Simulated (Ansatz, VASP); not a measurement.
GaN: VASP beside Ansatz

```
CELL_PARAMETERS angstrom
0.00000 2.13387 2.13387
2.13387 0.00000 2.13387
2.13387 2.13387 0.00000
ATOMIC_POSITIONS crystal
Ga 0.00000 0.00000 0.00000
N 0.50000 0.50000 0.50000
```

Alike in both runs: task relaxation of cell and atoms; functional PBE; k mesh 14 × 14 × 14; occupations gaussian, width 0.02 eV; no spin polarisation.

```csv
,VASP,Ansatz
version,VASP 6.6.1,Ansatz 0.2.0
potentials or method,"VASP PAW PBE potentials, release 64 (Ga_d, N), cutoff 600 eV","scalar-relativistic, plane waves, PAW"
valence electrons in the cell,18,18
```

|  | VASP | Ansatz | Ansatz less VASP |
| --- | --- | --- | --- |
| gap on the k mesh at the Fermi level, each at its own relaxed structure (eV) | 0.39 | 0.42 | +0.028 |
| relaxed volume (Å³/atom) | 9.75 | 9.72 | -0.029 |
| relaxed cell length with the largest relative difference (Å) | 3.021 | 3.018 | -0.0030 |
